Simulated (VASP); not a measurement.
Set up this calculation in VASP 6.6.1, as the native input.

* Task: single point
* Functional: PBE
* Dispersion: D3(BJ)
* Potentials or basis: VASP PAW PBE potentials, release 64 (Al, P)
* Cutoff: 500 eV
* k mesh: 8 × 8 × 8
* Occupations: gaussian, width 0.05 eV
* Spin: no spin polarisation
* Dipole correction: no
* Further INCAR settings: ALGO = Normal; EDIFF = 1e-06; NBANDS = 11

The structure of AlP lies in POSCAR:

```
AlP
1.0
    0.0000000000      2.6893128352      2.6893128352
    2.6893128352      0.0000000000      2.6893128352
    2.6893128352      2.6893128352      0.0000000000
Al P
1 1
Direct
    0.0000000000      0.0000000000      0.0000000000
    0.7500000000      0.7500000000      0.7500000000
```

This cell differs from its parent crystal: volume scaled by 0.96.

These files were run (other wordings do the same):

INCAR

```
PREC = Accurate ; ENCUT = 500
EDIFF = 1E-6 ; ISMEAR = 0
SIGMA = 0.05 ; LREAL = F
LASPH = T ; NELM = 120
ALGO = Normal ; ISIF = 2
LWAVE = F ; LCHARG = T
GGA = PE ; IVDW = 12
LELF = T ; LVHAR = T
NBANDS = 11 ; GGA_COMPAT = F
```

KPOINTS

```
Automatic mesh
0
Gamma
  8 8 8
```

Potentials or basis: VASP PAW PBE potentials, release 64 (Al, P).

Command:

```bash
$ cat potpaw_PBE.64/Al/POTCAR potpaw_PBE.64/P/POTCAR > POTCAR
$ mpirun -np 1 vasp_std > vasp.out
```

Results of the run:

```yaml
Pressure: 3.8 GPa
Band_gap_on_the_k_mesh: 1.49 eV, indirect (least direct gap 3.68 eV)
Dispersion_energy_per_atom: -0.324 eV
```

Wall time 15 s on 1 thread of Intel Xeon 8259CL, with other jobs on the host, peak memory 0.16 GiB.
